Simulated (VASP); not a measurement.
Wanted: the native input for a VASP 6.6.1 run.

```
Task                   : single point
Functional             : r2SCAN
Potentials or basis    : VASP PAW PBE potentials, release 64 (Cs_sv)
Cutoff                 : 520 eV
k mesh                 : 8 × 8 × 4
Occupations            : fermi-dirac, width 0.1 eV
Spin                   : no spin polarisation
Dipole correction      : no
Further INCAR settings : ALGO = Normal; EDIFF = 1e-06; NBANDS = 16
```

Cs:

```xyz
2
Lattice="5.5836 0.0000 0.0000 -2.7918 4.8356 0.0000 0.0000 0.0000 9.1925" Properties=species:S:1:pos:R:3 pbc="T T T"
Cs    0.0000    3.2237    2.2981
Cs    2.7918    1.6119    6.8944
```

This isn't the form of Cs at room conditions, which is bcc.

These files were run (other wordings do the same):

POSCAR

```
Cs
1.0
    5.5836131139      0.0000000000      0.0000000000
   -2.7918065570      4.8355508015      0.0000000000
    0.0000000000      0.0000000000      9.1925186490
Cs
2
Direct
    0.3333333333      0.6666666667      0.2500000000
    0.6666666667      0.3333333333      0.7500000000
```

INCAR.step1

```
  PREC = Accurate
  ENCUT = 520
  ISMEAR = -1
  SIGMA = 0.1
  LREAL = False
  LASPH = True
  NELM = 100
  NBANDS = 16
  GGA = PE
  ALGO = Normal
  EDIFF = 1E-4
  LWAVE = True
  LCHARG = False
```

INCAR.step2

```
  PREC = Accurate
  ENCUT = 520
  EDIFF = 1E-6
  ISMEAR = -1
  SIGMA = 0.1
  LREAL = False
  LASPH = True
  NELM = 100
  ALGO = Normal
  ISIF = 2
  LWAVE = False
  LCHARG = False
  METAGGA = R2SCAN
  LMIXTAU = True
  NBANDS = 16
  ISTART = 1
```

KPOINTS

```
Automatic mesh
0
Gamma
  8 8 4
```

Potentials or basis: VASP PAW PBE potentials, release 64 (Cs_sv).

Run with:

```sh
$ cat potpaw_PBE.64/Cs_sv/POTCAR > POTCAR
$ cp INCAR.step1 INCAR
$ mpirun -np 1 vasp_std > vasp.out
$ cp INCAR.step2 INCAR
$ mpirun -np 1 vasp_std > vasp.out
```

It gave:

The pressure is 0.0 GPa and the band gap on the k mesh is zero (bands 9 and 10 overlap by 1.73 eV).

Caveat: the PAW data sets were made with another functional, which shifts forces and pressure a little; spin-orbit coupling is left out, which moves the levels of the heavy elements.

It took 15 min on 1 thread of Oxide Virtual Turin-like Processor, on a shared host, peak memory 0.39 GiB.
